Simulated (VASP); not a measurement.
## Ir: electric field gradients with PBEsol

Crystal: Ir.

```
Ir
1.0
     0.00000    1.91970    1.86211
     1.91970    0.00000    1.86211
     1.91970    1.91970    0.00000
Ir
1
Cartesian
  0.0000 0.0000 0.0000
```

This cell differs from its parent crystal: zz strain of -3 %.

```yaml
Program: VASP 6.6.1
Task: electric field gradients
Functional: PBEsol
Potentials_or_basis: VASP PAW PBE potentials, release 64 (Ir_sv_GW)
Cutoff: 420 eV
k_mesh: 15 × 15 × 15
Occupations: fermi-dirac, width 0.05 eV
Spin: no spin polarisation
Dipole_correction: no
Further_INCAR_settings: ALGO = Normal; EDIFF = 1e-08; NBANDS = 14
```

The pressure is 7.4 GPa. The band gap on the k mesh is zero (an odd number of electrons rules out a gap without spin polarisation) and the largest electric field gradient by atom is Ir -18.0 V/Å².

Stress tensor (GPa, compression positive):
```
 3.19  0.00  0.00
 0.00  3.19  0.00
 0.00  0.00 15.75
```

Levels at points of the mesh, in eV from the Fermi level:
```tsv
k point	band 4	band 5	band 6	band 7	band 8	band 9	band 10	band 11	band 12	band 13
(0.00, 0.00, 0.00)	-49.50	-11.54	-4.26	-4.26	-3.86	-1.57	-1.02	13.46	18.78	18.78
```

Electric field gradients, principal values (V/Å²):
```csv
atom,least,middle,greatest (by size)
1 Ir,9.004,9.004,-18.009
```

Run time: 35 s on 1 thread of Intel(R) Xeon(R) Platinum 8488C (Sapphire Rapids), on a shared host, peak memory 0.15 GiB.

Caveat: the cell differs from its parent crystal (zz strain of -3 %); the stress differs along the axes, from 3 to 16 GPa; without QUAD_EFG the Cq values of the log hold for a quadrupole moment of 1 mb, not for the nuclei; the PAW data sets were made with another functional, which shifts forces and pressure a little; spin-orbit coupling is left out, which moves the levels of the heavy elements.
